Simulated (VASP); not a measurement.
# LiF (R-3m) in VASP: a series of runs

Runs on LiF. Level: PBE. Tasks: single point, relaxation of cell and atoms.

All numbers are computed with VASP 6.6.1; they aren't measurements. Logs are shortened: lines on timing, memory, paths and dates and some standing lists are left out, and cuts for length are marked.

### 1 The cell of the first run

The structure is trigonal, space group R-3m (No. 166). The conventional cell has a = 4.381 Å, b = 4.381 Å, c = 9.805 Å, α = 90.00°, β = 90.00°, γ = 120.00°. Li (site symmetry 2/m) has 4 F at 2.07 Å and 4 Li at 2.19 Å within 2.7 Å. F (site symmetry 2/m) has 4 Li at 2.07 Å and 4 F at 2.19 Å within 2.7 Å.

The cell was generated, and may not be a known phase.

### 2 Single point, PBE

File INCAR:

```
SYSTEM = LiF
PREC = Accurate ; ENCUT = 520
EDIFF = 1E-6 ; ISMEAR = 0
SIGMA = 0.1 ; LREAL = .FALSE.
LASPH = .TRUE. ; NELM = 60
ALGO = Normal ; ISIF = 2
LWAVE = .FALSE. ; LCHARG = .FALSE.
GGA = PE ; NBANDS = 24
```

File KPOINTS:

```
Automatic mesh
0
G
  6 6 6
  0 0 0
```

File POSCAR:

```
LiF
1.0
    2.1905567300      1.2647185200      3.2683533100
   -2.1905567300      1.2647185200      3.2683533100
    0.0000000000     -2.5294370400      3.2683533100
Li F
3 3
Direct
    0.0000000000      0.0000000000      0.5000000000
    0.5000000000      0.0000000000      0.0000000000
    0.0000000000      0.5000000000      0.0000000000
    0.5000000000      0.5000000000      0.0000000000
    0.0000000000      0.5000000000      0.5000000000
    0.5000000000      0.0000000000      0.5000000000
```

Potentials or basis: VASP PAW PBE potentials, release 64 (Li_sv, F).

The run is started by

```
> cat potpaw_PBE.64/Li_sv/POTCAR potpaw_PBE.64/F/POTCAR > POTCAR
> mpirun -np 1 vasp_std > vasp.out
```

OUTCAR:

```text
SYSTEM = LiF
   PREC = Accurate
   ENCUT = 520
   EDIFF = 1E-6
   ISMEAR = 0
   LREAL = .FALSE.
   LASPH = .TRUE.
   NELM = 60
   ISIF = 2
   GGA = PE

 ion  position               nearest neighbor table
   1  0.000  0.000  0.500-   5 2.07   6 2.07   5 2.07   6 2.07   3 2.19   2 2.19   2 2.19   3 2.19

   2  0.500  0.000  0.000-   4 2.07   4 2.07   6 2.07   6 2.07   3 2.19   3 2.19   1 2.19   1 2.19

   3  0.000  0.500  0.000-   4 2.07   4 2.07   5 2.07   5 2.07   2 2.19   2 2.19   1 2.19   1 2.19

   4  0.500  0.500  0.000-   2 2.07   3 2.07   2 2.07   3 2.07
   5  0.000  0.500  0.500-   1 2.07   1 2.07   3 2.07   3 2.07
   6  0.500  0.000  0.500-   1 2.07   1 2.07   2 2.07   2 2.07

  LATTYP: Found a trigonal (rhomboedric) cell.
 ALAT       =     4.1328180577
 COS(alpha) =     0.4381162997

  Lattice vectors:

 A1 = (   2.1905567300,   1.2647185200,   3.2683533100)
 A2 = (  -2.1905567300,   1.2647185200,   3.2683533100)
 A3 = (   0.0000000000,  -2.5294370400,   3.2683533100)

Analysis of symmetry for initial positions (statically):
=====================================================================
 Subroutine PRICEL returns:
 Original cell was already a primitive cell.

 Routine SETGRP: Setting up the symmetry group for a
 trigonal (rhombohedral) supercell.

 Subroutine GETGRP returns: Found 12 space group operations
 (whereof 12 operations were pure point group operations)
 out of a pool of 12 trial point group operations.

The static configuration has the point symmetry D_3d.

Analysis of symmetry for dynamics (positions and initial velocities):
=====================================================================
 Subroutine PRICEL returns:
 Original cell was already a primitive cell.

 Routine SETGRP: Setting up the symmetry group for a
 trigonal (rhombohedral) supercell.

 Subroutine GETGRP returns: Found 12 space group operations
 (whereof 12 operations were pure point group operations)
 out of a pool of 12 trial point group operations.

The dynamic configuration has the point symmetry D_3d.

 Subroutine INISYM returns: Found 12 space group operations
 (whereof 12 operations are pure point group operations),
 and found     1 'primitive' translations

----------------------------------------------------------------------------------------

                                     Primitive cell

  volume of cell :      54.3286

  direct lattice vectors                    reciprocal lattice vectors
     2.190556730  1.264718520  3.268353310     0.228252477  0.131781629  0.101988158
    -2.190556730  1.264718520  3.268353310    -0.228252477  0.131781629  0.101988158
     0.000000000 -2.529437040  3.268353310     0.000000000 -0.263563258  0.101988158

  length of vectors
     4.132818056  4.132818056  4.132818058     0.282607812  0.282607812  0.282607812

  position of ions in fractional coordinates (direct lattice)
     1.000000000  1.000000000  0.500000000
     0.500000000  1.000000000  1.000000000
     1.000000000  0.500000000  1.000000000
     0.500000000  0.500000000  1.000000000
     1.000000000  0.500000000  0.500000000
     0.500000000  1.000000000  0.500000000

  ion indices of the primitive-cell ions
   primitive index   ion index
                 1           1
                 2           2
                 3           3
                 4           4
                 5           5
                 6           6

----------------------------------------------------------------------------------------

 KPOINTS: Automatic mesh

Automatic generation of k-mesh.
 Grid dimensions read from file:
 generate k-points for:    6    6    6

 Generating k-lattice:

  Cartesian coordinates                     Fractional coordinates (reciprocal lattice)
     0.038042080  0.021963605  0.016998026     0.166666667 -0.000000000 -0.000000000
    -0.038042080  0.021963605  0.016998026    -0.000000000  0.166666667 -0.000000000
     0.000000000 -0.043927210  0.016998026    -0.000000000 -0.000000000  0.166666667

  Length of vectors
     0.047101302  0.047101302  0.047101302

  Shift w.r.t. Gamma in fractional coordinates (k-lattice)
     0.000000000  0.000000000  0.000000000

 Subroutine IBZKPT returns following result:
 ===========================================

 Found     32 irreducible k-points:

 Following reciprocal coordinates:
            Coordinates               Weight
  0.000000  0.000000  0.000000      1.000000
  0.166667  0.000000  0.000000      6.000000
  0.333333 -0.000000 -0.000000      6.000000
  0.500000  0.000000  0.000000      3.000000
  0.166667  0.166667  0.000000      6.000000
  0.333333  0.166667 -0.000000     12.000000
[... 16 lines left out ...]
  0.500000  0.500000  0.166667      6.000000
 -0.333333  0.500000  0.166667     12.000000
 [... further k-points ...]
   k-points           NKPTS =     32   k-points in BZ     NKDIM =     32   number of bands    NBANDS=     24
   number of dos      NEDOS =    301   number of ions     NIONS =      6
   total plane-waves  NPLWV =  32768
   dimension x,y,z NGX =    32 NGY =   32 NGZ =   32
   dimension x,y,z NGXF=    64 NGYF=   64 NGZF=   64
   ions per type =               3   3
   NGX,Y,Z   is equivalent  to a cutoff of  12.87, 12.87, 12.87 a.u.
   NGXF,Y,Z  is equivalent  to a cutoff of  25.74, 25.74, 25.74 a.u.
 SYSTEM =  LiF
   PREC   = accura    normal or accurate (medium, high low for compatibility)
   ISTART =      0    job   : 0-new  1-cont  2-samecut
   ICHARG =      2    charge: 1-file 2-atom 10-const
   ISPIN  =      1    spin polarized calculation?
   LNONCOLLINEAR =      F non collinear calculations
   LSORBIT =      F    spin-orbit coupling
   LASPH  =      T    aspherical Exc in radial PAW
   ENCUT  =  520.0 eV  38.22 Ry    6.18 a.u.   7.68  7.68  7.68*2*pi/ulx,y,z
   NELM   =     60;   NELMIN=  2; NELMDL= -5     # of ELM steps
   EDIFF  = 0.1E-05   stopping-criterion for ELM
   LREAL  =      F    real-space projection
   EDIFFG = 0.1E-04   stopping-criterion for IOM
   NSW    =      0    number of steps for IOM
   IBRION =     -1    ionic relax: 0-MD 1-quasi-New 2-CG
   NFREE  =      0    steps in history (QN), initial steepest desc. (CG)
   ISIF   =      2    stress and relaxation
   ISYM   =      2    0-nonsym 1-usesym 2-fastsym
   POTIM  = 0.5000    time-step for ionic-motion
   TEBEG  =    0.0;   TEEND  =   0.0 temperature during run
   PSTRESS=    0.0 pullay stress
   NELECT =      30.0000    total number of electrons
   NUPDOWN=      -1.0000    fix difference up-down
   EMIN   =  10.00;   EMAX   =-10.00  energy-range for DOS
   EFERMI =   0.00;   METHOD = LEGACY
   ISMEAR =     0;   SIGMA  =   0.10  broadening in eV -4-tet -1-fermi 0-gaus
   EFERMI_NEDOS =   21; number of points for ismear=-14 and -15
   IALGO  =     38    algorithm
   IMIX   =      4    mixing-type and parameters
     AMIX     =   0.40;   BMIX     =  1.00
     AMIX_MAG =   1.60;   BMIX_MAG =  1.00
  volume/ion in A,a.u.               =       9.05        61.10
  Fermi-wavevector in a.u.,A,eV,Ry     =   1.343092  2.538076 24.543490  1.803896
  Thomas-Fermi vector in A             =   2.471193
   LORBIT       =      0    0 simple, 1 ext, 2 COOP (PROOUT), +10 PAW based schemes
   GGA     = PE    functional components
   LHFCALC =     F    Hartree Fock is set to
   AEXX    =    0.0000 exact exchange contribution
   IVDW    =     0    specifies the selected vdW correction
   LEPSILON=     F    determine dielectric tensor
   LRPA    =     F    only Hartree local field effects (RPA)
 non-spin polarized calculation
 Gauss-broadening in eV      SIGMA  =   0.10
  energy-cutoff  :      520.00
  volume of cell :       54.33
 maximum number of plane-waves:      1478
   NGX = 15   NGY = 15   NGZ = 15

 number of electron      29.9999988 magnetization

 Free energy of the ion-electron system (eV)
  ---------------------------------------------------
  ext. energy  EPLUGINS =         0.00000000
  ---------------------------------------------------
  free energy    TOTEN  =       -20.71095809 eV

  energy without entropy =      -20.71095809  energy(sigma->0) =      -20.71095809

 E-fermi :   3.0488     XC(G=0):  -9.4212

 val. band max:        2.4970728756   @ k =   0.5000   0.5000   0.5000
 cond. band min:       4.0175410493   @ k =   0.5000   0.5000   0.5000
 fundamental gap:      1.5204681737
 Fermi energy:         3.0487965688

 k-point     1 :       0.0000    0.0000    0.0000
  band No.  band energies     occupation
      1     -44.6758      2.00000
      2     -44.4408      2.00000
      3     -44.4408      2.00000
      4     -20.4191      2.00000
      5     -18.5283      2.00000
      6     -18.5283      2.00000
[... 16 lines left out ...]
     23      16.0915      0.00000
     24      16.0915      0.00000

 k-point     2 :       0.1667    0.0000    0.0000
  band No.  band energies     occupation
      1     -44.6619      2.00000
      2     -44.4547      2.00000
      3     -44.4407      2.00000
      4     -20.3268      2.00000
      5     -18.6651      2.00000
      6     -18.5395      2.00000
[... 16 lines left out ...]
     23      15.7755      0.00000
     24      16.3716      0.00000

 k-point     3 :       0.3333   -0.0000   -0.0000
  band No.  band energies     occupation
      1     -44.6261      2.00000
      2     -44.4908      2.00000
      3     -44.4408      2.00000
      4     -20.0812      2.00000
      5     -18.9985      2.00000
      6     -18.5621      2.00000
[... 16 lines left out ...]
     23      16.1486      0.00000
     24      16.7921      0.00000

 k-point     4 :       0.5000    0.0000    0.0000
  band No.  band energies     occupation
      1     -44.5971      2.00000
      2     -44.5197      2.00000
      3     -44.4407      2.00000
      4     -19.8751      2.00000
      5     -19.2470      2.00000
      6     -18.5730      2.00000
[... 16 lines left out ...]
     23      16.5263      0.00000
     24      16.9976      0.00000

 k-point     5 :       0.1667    0.1667    0.0000
  band No.  band energies     occupation
      1     -44.6615      2.00000
      2     -44.4545      2.00000
      3     -44.4411      2.00000
      4     -20.3267      2.00000
      5     -18.6710      2.00000
      6     -18.5447      2.00000
[... 16 lines left out ...]
     23      15.7423      0.00000
     24      16.3229      0.00000

 k-point     6 :       0.3333    0.1667   -0.0000
  band No.  band energies     occupation
      1     -44.6359      2.00000
      2     -44.4800      2.00000
      3     -44.4413      2.00000
      4     -20.1529      2.00000
      5     -18.9112      2.00000
      6     -18.5670      2.00000
[... 16 lines left out ...]
     23      15.9749      0.00000
     24      16.5380      0.00000
[... 379 lines left out ...]
 k-point    21 :      -0.3333    0.3333    0.1667
  band No.  band energies     occupation
      1     -44.5954      2.00000
      2     -44.5197      2.00000
      3     -44.4417      2.00000
      4     -19.8608      2.00000
      5     -19.2727      2.00000
      6     -18.5952      2.00000
[... 16 lines left out ...]
     23      15.7560      0.00000
     24      18.1761      0.00000

 k-point    22 :      -0.1667    0.3333    0.1667
  band No.  band energies     occupation
      1     -44.5972      2.00000
      2     -44.5185      2.00000
      3     -44.4416      2.00000
      4     -19.8696      2.00000
      5     -19.2527      2.00000
      6     -18.5849      2.00000
[... 16 lines left out ...]
     23      15.6750      0.00000
     24      17.6031      0.00000

 k-point    23 :       0.5000    0.5000    0.1667
  band No.  band energies     occupation
      1     -44.6230      2.00000
      2     -44.4907      2.00000
      3     -44.4422      2.00000
      4     -20.0695      2.00000
      5     -19.0448      2.00000
      6     -18.5930      2.00000
[... 16 lines left out ...]
     23      15.7358      0.00000
     24      18.4833      0.00000

 k-point    24 :      -0.3333    0.5000    0.1667
  band No.  band energies     occupation
      1     -44.5949      2.00000
      2     -44.5195      2.00000
      3     -44.4421      2.00000
      4     -19.8531      2.00000
      5     -19.2864      2.00000
      6     -18.6004      2.00000
[... 16 lines left out ...]
     23      15.6327      0.00000
     24      18.9236      0.00000

 [... further k-points ...]

------------------------ aborting loop because EDIFF is reached ----------------------------------------

  FORCE on cell =-STRESS in cart. coord.  units (eV):
  Direction    XX          YY          ZZ          XY          YZ          ZX
  --------------------------------------------------------------------------------------
  -------------------------------------------------------------------------------------
  Total       16.8847560     16.8847561    -17.4703893      0.0000000      0.0000000     -0.0000000
  in kB      497.9396853    497.9396871   -515.2102951      0.0000000      0.0000000     -0.0000000
  external PRESSURE =     160.2230258 kB  Pullay stress =       0.0000000 kB

 VOLUME and BASIS-vectors are now :
 -----------------------------------------------------------------------------
  energy-cutoff  :      520.00
  volume of cell :       54.33
      direct lattice vectors                 reciprocal lattice vectors
     2.190556730  1.264718520  3.268353310     0.228252477  0.131781629  0.101988158
    -2.190556730  1.264718520  3.268353310    -0.228252477  0.131781629  0.101988158
     0.000000000 -2.529437040  3.268353310     0.000000000 -0.263563258  0.101988158

 POSITION                                       TOTAL-FORCE (eV/Angst)
 -----------------------------------------------------------------------------------
      0.00000     -1.26472      1.63418        -0.000000      0.000000      0.000000
      1.09528      0.63236      1.63418        -0.000000     -0.000000     -0.000000
     -1.09528      0.63236      1.63418        -0.000000     -0.000000      0.000000
      0.00000      1.26472      3.26835        -0.000000      0.000000      0.000000
     -1.09528     -0.63236      3.26835         0.000000      0.000000     -0.000000
      1.09528     -0.63236      3.26835         0.000000     -0.000000     -0.000000
 -----------------------------------------------------------------------------------
    total drift:                                0.000000      0.000000     -0.000000

  FREE ENERGIE OF THE ION-ELECTRON SYSTEM (eV)
  ---------------------------------------------------
  free  energy   TOTEN  =       -20.7109580881 eV

  energy  without entropy=      -20.7109580881  energy(sigma->0) =      -20.71095809
```

Run time: 34 s. Hardware: 1 thread of AMD EPYC 7R13 (Zen 3), shared host; peak memory 0.15 GiB.

What came out:

```yaml
Free_energy: -20.7110 eV
Band_gap_on_the_k_mesh: 1.52 eV
```

Levels at points of the mesh, in eV from the valence-band top:
| k point | band 11 | band 12 | band 13 | band 14 | band 15 | band 16 | band 17 | band 18 | band 19 | band 20 |
| --- | --- | --- | --- | --- | --- | --- | --- | --- | --- | --- |
| (0.00, 0.00, 0.00) | -3.83 | -3.83 | -1.16 | -0.02 | -0.02 | 2.18 | 3.85 | 8.81 | 9.02 | 9.02 |
| (0.50, 0.00, 0.00) | -3.43 | -3.42 | -2.61 | -2.61 | -0.19 | 3.81 | 4.11 | 5.55 | 9.88 | 11.38 |
| (0.50, 0.50, 0.00) | -3.36 | -3.27 | -2.54 | -2.45 | -0.18 | 3.58 | 4.91 | 6.18 | 8.03 | 9.86 |
| (0.50, 0.50, 0.50) | -3.07 | -3.07 | -1.09 | 0.00 | 0.00 | 1.52 | 6.42 | 6.63 | 6.78 | 6.78 |

Caveat: the cutoff is under 1.25 times the usual one of these potentials, so pressure, stress and relaxed cells hold a basis-set (Pulay) error.

### 3 Relaxation of cell and atoms, PBE

File INCAR:

```
ALGO     = Normal         # electronic algorithm
EDIFF    = 1E-6           # SCF threshold, eV
EDIFFG   = -0.04          # ionic threshold
ENCUT    = 600            # plane-wave cutoff, eV
GGA      = PE             # functional
IBRION   = 2              # ionic algorithm
ISIF     = 3              # what is computed and relaxed
ISMEAR   = 0              # smearing method
LASPH    = T              # aspherical terms in the spheres
LCHARG   = F              # write CHGCAR
LREAL    = F              # projectors in reciprocal space
LWAVE    = F              # write WAVECAR
NELM     = 100            # most SCF steps
NSW      = 90             # ionic steps
PREC     = Accurate       # precision mode
SIGMA    = 0.1            # smearing width, eV
```

File KPOINTS:

```
k-points
0
Gamma
  6 6 6
```

POSCAR is that of step 2.

Potentials or basis: VASP PAW PBE potentials, release 64 (Li_sv, F).

The run is started by

```
> cat potpaw_PBE.64/Li_sv/POTCAR potpaw_PBE.64/F/POTCAR > POTCAR
> mpirun -np 1 vasp_std > vasp.out
```

Wall time 5 min (1 thread of AMD EPYC 7R13 (Zen 3), shared host); peak memory 0.18 GiB.

Results (log left out):

```yaml
Free_energy: -25.9265 eV
Relaxed_volume: 9.64 Å³/atom
Relaxed_cell: a = 3.873 Å, b = 3.873 Å, c = 3.873 Å, α = 86.90°, β = 86.90°, γ = 86.90°
Space_group_after_relaxing_to_0.1_Å: R-3m (No. 166)
Energy_gained_by_relaxing: 868.3 meV/atom
Ionic_steps: 10
Pressure_after_relaxing: 0.0 GPa
Band_gap_on_the_k_mesh: 3.24 eV
```

The path:
```tsv
step	energy change (eV)	largest force (eV/Å)	pressure (GPa)	volume (Å³)
1	0.0000	0.0000	15.85	54.33
2	-4.3491	0.0000	1.06	60.15
3	-5.0137	0.0000	-2.69	61.84
4	-5.1147	0.0000	-4.48	62.37
5	-5.1207	0.0000	-4.79	62.45
6	-5.1915	0.0000	-1.58	59.48
7	-5.2032	0.0000	0.37	57.92
8	-5.2033	0.0000	0.55	57.78
9	-5.2083	0.0000	0.26	57.81
10	-5.2101	0.0000	-0.02	57.83
```

Final structure:
```yaml
crystal:
  lattice:
    - [2.66321, 1.53760, 2.35385]
    - [-2.66321, 1.53760, 2.35385]
    - [0.00000, -3.07521, 2.35385]
  atoms:
    - { symbol: Li, position: [0.00000, 0.00000, 0.50000] }
    - { symbol: Li, position: [0.50000, 0.00000, 0.00000] }
    - { symbol: Li, position: [0.00000, 0.50000, 0.00000] }
    - { symbol: F, position: [0.50000, 0.50000, 0.00000] }
    - { symbol: F, position: [0.00000, 0.50000, 0.50000] }
    - { symbol: F, position: [0.50000, 0.00000, 0.50000] }
```

Levels at points of the mesh, in eV from the valence-band top:
```tsv
k point	band 11	band 12	band 13	band 14	band 15	band 16	band 17	band 18	band 19
(0.00, 0.00, 0.00)	-2.04	-1.64	-0.62	-0.20	-0.20	4.52	10.56	11.52	11.52
(0.50, 0.00, 0.00)	-2.35	-1.60	-1.22	-0.74	-0.37	5.68	9.20	10.14	10.95
(0.50, 0.50, 0.00)	-2.02	-2.00	-1.01	-0.99	-0.03	5.02	9.91	10.60	10.74
(0.50, 0.50, 0.50)	-1.00	-1.00	-0.91	0.00	0.00	3.24	11.27	11.32	11.32
```

Caveat: the cutoff is under 1.25 times the usual one of these potentials, so pressure, stress and relaxed cells hold a basis-set (Pulay) error.
